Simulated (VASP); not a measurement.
# WS2 (Pm) in VASP: single point with PBEsol+D3(BJ)

Aim: the single point of WS2 with PBEsol+D3(BJ).

Everything below comes from runs of VASP 6.6.1. Logs are shortened: lines on timing, memory, paths and dates and some standing lists are left out, and cuts for length are marked.

### Step 1. The cell of the first run

The structure is monoclinic, space group Pm (No. 6). The conventional cell has a = 3.115 Å, b = 11.772 Å, c = 3.115 Å, α = 90.00°, β = 120.00°, γ = 90.00°. Within 2.9 Å of W (site symmetry m) lie 6 S at 2.20 to 2.59 Å. Within 3.2 Å of W (site symmetry m) lie 6 S at 2.39 Å and 6 W at 3.11 Å. Within 3.3 Å of S (site symmetry 1) lie 3 W at 2.39 Å and 10 S at 3.11 to 3.28 Å. Within 2.9 Å of S (site symmetry 1) lie 3 W at 2.20 to 2.59 Å.

### Step 2. Single point, PBEsol+D3(BJ) (atom 1 (W) moved -0.300 Å along Cartesian [1 0 0])

Contents of INCAR:

```
  PREC = Accurate
  ENCUT = 520
  EDIFF = 1E-6
  ISMEAR = 0
  SIGMA = 0.05
  LREAL = False
  LASPH = True
  NELM = 60
  ALGO = Normal
  ISIF = 2
  LWAVE = False
  LCHARG = False
  GGA = PS
  IVDW = 12
  NBANDS = 35
```

Contents of KPOINTS:

```
regular mesh
0
Gamma
  12 12 4
```

Contents of POSCAR:

```
WS2
1.0
    3.1147273971      0.0000000000      0.0000000000
   -1.5573636985      2.6974330517      0.0000000000
    0.0000000000      0.0000000000     11.7722466704
W S
2 4
Direct
    0.2370167182      0.6666666667      0.2500000000
    0.6666666667      0.3333333333      0.7500000000
    0.3333333333      0.6666666667      0.6164531912
    0.6666666667      0.3333333333      0.1164531912
    0.3333333333      0.6666666667      0.8835468088
    0.6666666667      0.3333333333      0.3835468088
```

Potentials or basis: VASP PAW PBE potentials, release 64 (W_sv, S).

Launch:

```console
$ cat potpaw_PBE.64/W_sv/POTCAR potpaw_PBE.64/S/POTCAR > POTCAR
$ mpirun -np 1 vasp_std > vasp.out
```

OUTCAR:

```text
PREC = Accurate
   ENCUT = 520
   EDIFF = 1E-6
   ISMEAR = 0
   LREAL = False
   LASPH = True
   NELM = 60
   ISIF = 2
   GGA = PS
   IVDW = 12
 IVDW          = 12

 ion  position               nearest neighbor table
   1  0.237  0.667  0.250-   4 2.20   6 2.20   4 2.41   6 2.41   4 2.59   6 2.59
   2  0.667  0.333  0.750-   3 2.39   5 2.39   3 2.39   5 2.39   3 2.39   5 2.39
   3  0.333  0.667  0.616-   2 2.39   2 2.39   2 2.39
   4  0.667  0.333  0.116-   1 2.20   1 2.41   1 2.59
   5  0.333  0.667  0.884-   2 2.39   2 2.39   2 2.39
   6  0.667  0.333  0.384-   1 2.20   1 2.41   1 2.59

  LATTYP: Found a hexagonal cell.
 ALAT       =     3.1147273971
 C/A-ratio  =     3.7795431733

  Lattice vectors:

 A1 = (   3.1147273971,   0.0000000000,   0.0000000000)
 A2 = (  -1.5573636985,   2.6974330517,   0.0000000000)
 A3 = (   0.0000000000,   0.0000000000,  11.7722466704)

Analysis of symmetry for initial positions (statically):
=====================================================================
 Subroutine PRICEL returns:
 Original cell was already a primitive cell.

 Routine SETGRP: Setting up the symmetry group for a
 hexagonal supercell.

 Subroutine GETGRP returns: Found  2 space group operations
 (whereof  1 operations were pure point group operations)
 out of a pool of 24 trial point group operations.

The static configuration has the point symmetry C_1 .
 The point group associated with its full space group is C_1h.

Analysis of symmetry for dynamics (positions and initial velocities):
=====================================================================
 Subroutine PRICEL returns:
 Original cell was already a primitive cell.

 Routine SETGRP: Setting up the symmetry group for a
 hexagonal supercell.

 Subroutine GETGRP returns: Found  2 space group operations
 (whereof  1 operations were pure point group operations)
 out of a pool of 24 trial point group operations.

The dynamic configuration has the point symmetry C_1 .
 The point group associated with its full space group is C_1h.

 Subroutine INISYM returns: Found  2 space group operations
 (whereof  1 operations are pure point group operations),
 and found     1 'primitive' translations

----------------------------------------------------------------------------------------

                                     Primitive cell

  volume of cell :      98.9077

  direct lattice vectors                    reciprocal lattice vectors
     3.114727397  0.000000000  0.000000000     0.321055384  0.185361412  0.000000000
    -1.557363698  2.697433052  0.000000000     0.000000000  0.370722825  0.000000000
     0.000000000  0.000000000 11.772246670     0.000000000  0.000000000  0.084945553

  length of vectors
     3.114727397  3.114727397 11.772246670     0.370722825  0.370722825  0.084945553

  position of ions in fractional coordinates (direct lattice)
     0.237016718  0.666666667  0.250000000
     0.666666667  0.333333333  0.750000000
     0.333333333  0.666666667  0.616453191
     0.666666667  0.333333333  0.116453191
     0.333333333  0.666666667  0.883546809
     0.666666667  0.333333333  0.383546809

  ion indices of the primitive-cell ions
   primitive index   ion index
                 1           1
                 2           2
                 3           3
                 4           4
                 5           5
                 6           6

----------------------------------------------------------------------------------------

 KPOINTS: regular mesh

Automatic generation of k-mesh.
 Grid dimensions read from file:
 generate k-points for:   12   12    4

 Generating k-lattice:

  Cartesian coordinates                     Fractional coordinates (reciprocal lattice)
     0.026754615  0.015446784  0.000000000     0.083333333  0.000000000  0.000000000
     0.000000000  0.030893569  0.000000000     0.000000000  0.083333333  0.000000000
     0.000000000  0.000000000  0.021236388     0.000000000  0.000000000  0.250000000

  Length of vectors
     0.030893569  0.030893569  0.021236388

  Shift w.r.t. Gamma in fractional coordinates (k-lattice)
     0.000000000  0.000000000  0.000000000

 Subroutine IBZKPT returns following result:
 ===========================================

 Found    222 irreducible k-points:

 Following reciprocal coordinates:
            Coordinates               Weight
  0.000000  0.000000  0.000000      1.000000
  0.083333 -0.000000  0.000000      2.000000
  0.000000  0.083333  0.000000      2.000000
 -0.083333  0.083333  0.000000      2.000000
  0.166667 -0.000000  0.000000      2.000000
  0.000000  0.166667  0.000000      2.000000
[... 16 lines left out ...]
  0.166667  0.083333  0.000000      2.000000
 -0.083333  0.250000  0.000000      2.000000
 [... further k-points ...]
   k-points           NKPTS =    222   k-points in BZ     NKDIM =    222   number of bands    NBANDS=     35
   number of dos      NEDOS =    301   number of ions     NIONS =      6
   total plane-waves  NPLWV =  51840
   dimension x,y,z NGX =    24 NGY =   24 NGZ =   90
   dimension x,y,z NGXF=    48 NGYF=   48 NGZF=  180
   ions per type =               2   4
   NGX,Y,Z   is equivalent  to a cutoff of  12.81, 12.81, 12.71 a.u.
   NGXF,Y,Z  is equivalent  to a cutoff of  25.62, 25.62, 25.42 a.u.
 SYSTEM =  unknown system
   PREC   = accura    normal or accurate (medium, high low for compatibility)
   ISTART =      0    job   : 0-new  1-cont  2-samecut
   ICHARG =      2    charge: 1-file 2-atom 10-const
   ISPIN  =      1    spin polarized calculation?
   LNONCOLLINEAR =      F non collinear calculations
   LSORBIT =      F    spin-orbit coupling
   LASPH  =      T    aspherical Exc in radial PAW
   ENCUT  =  520.0 eV  38.22 Ry    6.18 a.u.   5.79  5.79 21.89*2*pi/ulx,y,z
   NELM   =     60;   NELMIN=  2; NELMDL= -5     # of ELM steps
   EDIFF  = 0.1E-05   stopping-criterion for ELM
   LREAL  =      F    real-space projection
[... 7 lines left out ...]
   TEBEG  =    0.0;   TEEND  =   0.0 temperature during run
   PSTRESS=    0.0 pullay stress
   NELECT =      52.0000    total number of electrons
   NUPDOWN=      -1.0000    fix difference up-down
   EMIN   =  10.00;   EMAX   =-10.00  energy-range for DOS
   EFERMI =   0.00;   METHOD = LEGACY
   ISMEAR =     0;   SIGMA  =   0.05  broadening in eV -4-tet -1-fermi 0-gaus
   EFERMI_NEDOS =   21; number of points for ismear=-14 and -15
   IALGO  =     38    algorithm
   IMIX   =      4    mixing-type and parameters
     AMIX     =   0.40;   BMIX     =  1.00
     AMIX_MAG =   1.60;   BMIX_MAG =  1.00
  volume/ion in A,a.u.               =      16.48       111.24
  Fermi-wavevector in a.u.,A,eV,Ry     =   1.321293  2.496882 23.753271  1.745816
  Thomas-Fermi vector in A             =   2.451058
   LORBIT       =      0    0 simple, 1 ext, 2 COOP (PROOUT), +10 PAW based schemes
   GGA     = PS    functional components
   LHFCALC =     F    Hartree Fock is set to
   AEXX    =    0.0000 exact exchange contribution
   IVDW    =    12    specifies the selected vdW correction
   LEPSILON=     F    determine dielectric tensor
   LRPA    =     F    only Hartree local field effects (RPA)
 non-spin polarized calculation
 Gauss-broadening in eV      SIGMA  =   0.05
  energy-cutoff  :      520.00
  volume of cell :       98.91
 maximum number of plane-waves:      2690
   NGX = 11   NGY = 11   NGZ = 43

 number of electron      52.0000002 magnetization

 Free energy of the ion-electron system (eV)
  ---------------------------------------------------
  ext. energy  EPLUGINS =         0.00000000
  ---------------------------------------------------
  free energy    TOTEN  =       -49.46541569 eV

  energy without entropy =      -49.46541569  energy(sigma->0) =      -49.46541569

 E-fermi :   8.6627     XC(G=0): -11.5805

 val. band max:        8.3556502361   @ k =   0.0000   0.0000   0.0000
 cond. band min:       9.0658932249   @ k =   0.0000   0.0000   0.5000
 fundamental gap:      0.7102429888
 Fermi energy:         8.6627479184

 k-point     1 :       0.0000    0.0000    0.0000
  band No.  band energies     occupation
      1     -66.1961      2.00000
      2     -66.1270      2.00000
      3     -30.5291      2.00000
      4     -30.5037      2.00000
      5     -30.2746      2.00000
      6     -30.2740      2.00000
[... 27 lines left out ...]
     34      12.1789      0.00000
     35      13.3541      0.00000

 k-point     2 :       0.0833   -0.0000    0.0000
  band No.  band energies     occupation
      1     -66.1945      2.00000
      2     -66.1254      2.00000
      3     -30.5234      2.00000
      4     -30.4983      2.00000
      5     -30.3036      2.00000
      6     -30.2887      2.00000
[... 27 lines left out ...]
     34      11.9718      0.00000
     35      13.9108      0.00000

 k-point     3 :       0.0000    0.0833    0.0000
  band No.  band energies     occupation
      1     -66.1945      2.00000
      2     -66.1254      2.00000
      3     -30.5238      2.00000
      4     -30.4983      2.00000
      5     -30.3036      2.00000
      6     -30.2827      2.00000
[... 27 lines left out ...]
     34      12.2309      0.00000
     35      13.9166      0.00000

 k-point     4 :      -0.0833    0.0833    0.0000
  band No.  band energies     occupation
      1     -66.1945      2.00000
      2     -66.1255      2.00000
      3     -30.5243      2.00000
      4     -30.4983      2.00000
      5     -30.3031      2.00000
      6     -30.2813      2.00000
[... 27 lines left out ...]
     34      12.2846      0.00000
     35      13.9118      0.00000

 k-point     5 :       0.1667   -0.0000    0.0000
  band No.  band energies     occupation
      1     -66.1903      2.00000
      2     -66.1211      2.00000
      3     -30.5078      2.00000
      4     -30.4838      2.00000
      5     -30.3825      2.00000
      6     -30.3683      2.00000
[... 638 lines left out ...]
 k-point    22 :      -0.1667    0.0833    0.0000
  band No.  band energies     occupation
      1     -66.1917      2.00000
      2     -66.1226      2.00000
      3     -30.5141      2.00000
      4     -30.4884      2.00000
      5     -30.3558      2.00000
      6     -30.3170      2.00000
[... 27 lines left out ...]
     34      12.1549      0.00000
     35      14.8040      0.00000

 k-point    23 :       0.1667    0.0833    0.0000
  band No.  band energies     occupation
      1     -66.1867      2.00000
      2     -66.1173      2.00000
      3     -30.4938      2.00000
      4     -30.4712      2.00000
      5     -30.4450      2.00000
      6     -30.4418      2.00000
[... 27 lines left out ...]
     34      12.5374      0.00000
     35      15.4447      0.00000

 k-point    24 :      -0.0833    0.2500    0.0000
  band No.  band energies     occupation
      1     -66.1867      2.00000
      2     -66.1176      2.00000
      3     -30.4981      2.00000
      4     -30.4712      2.00000
      5     -30.4447      2.00000
      6     -30.3816      2.00000
[... 27 lines left out ...]
     34      12.5713      0.00000
     35      15.5329      0.00000

 [... further k-points ...]

------------------------ aborting loop because EDIFF is reached ----------------------------------------

 Edisp (eV)   -2.49722

 E8    (eV) :    -1.6205

  FORCE on cell =-STRESS in cart. coord.  units (eV):
  Direction    XX          YY          ZZ          XY          YZ          ZX
  --------------------------------------------------------------------------------------
  -------------------------------------------------------------------------------------
  Total       1.29425     1.54016     3.86863     2.54678     0.00000     0.00000
  in kB      20.96515    24.94853    62.66688    41.25456     0.00000     0.00000
  external pressure =       36.19 kB  Pullay stress =        0.00 kB

 VOLUME and BASIS-vectors are now :
 -----------------------------------------------------------------------------
  energy-cutoff  :      520.00
  volume of cell :       98.91
      direct lattice vectors                 reciprocal lattice vectors
     3.114727397  0.000000000  0.000000000     0.321055384  0.185361412  0.000000000
    -1.557363698  2.697433052  0.000000000     0.000000000  0.370722825  0.000000000
     0.000000000  0.000000000 11.772246670     0.000000000  0.000000000  0.084945553

 POSITION                                       TOTAL-FORCE (eV/Angst)
 -----------------------------------------------------------------------------------
     -0.30000      1.79829      2.94306         6.290845      0.592650      0.000000
      1.55736      0.89914      8.82919        -0.018799      0.002711      0.000000
     -0.00000      1.79829      7.25704        -0.032174     -0.007235     -0.027945
      1.55736      0.89914      1.37092        -3.103849     -0.290446     -1.239793
     -0.00000      1.79829     10.40133        -0.032174     -0.007235      0.027945
      1.55736      0.89914      4.51521        -3.103849     -0.290446      1.239793
 -----------------------------------------------------------------------------------
    total drift:                               -0.000056      0.000036      0.000000

  FREE ENERGIE OF THE ION-ELECTRON SYSTEM (eV)
  ---------------------------------------------------
  free  energy   TOTEN  =       -51.9626406679 eV

  energy  without entropy=      -51.9626406679  energy(sigma->0) =      -51.96264067
```

It took 16 min on 1 thread of Intel Xeon 8259CL, shared host; peak memory 0.67 GiB.

What came out:

| Quantity | Value |
| --- | --- |
| Free energy | -51.9626 eV |
| Pressure | 3.6 GPa |
| Largest force | 6.319 eV/Å |
| Band gap on the k mesh | 0.71 eV |
| Dispersion energy per atom | -0.416 eV |

Forces in eV/Å, atoms in the order of the input:
```
W    6.291  0.593  0.000
W   -0.019  0.003  0.000
S   -0.032 -0.007 -0.028
S   -3.104 -0.290 -1.240
S   -0.032 -0.007  0.028
S   -3.104 -0.290  1.240
```

Caveat: the cell differs from its parent crystal (atom 1 (W) moved -0.300 Å along Cartesian [1 0 0]); the cell stands under pressure; the PAW data sets were made with another functional, which shifts forces and pressure a little; spin-orbit coupling is left out, which moves the levels of the heavy elements. A k mesh can miss the band edges.
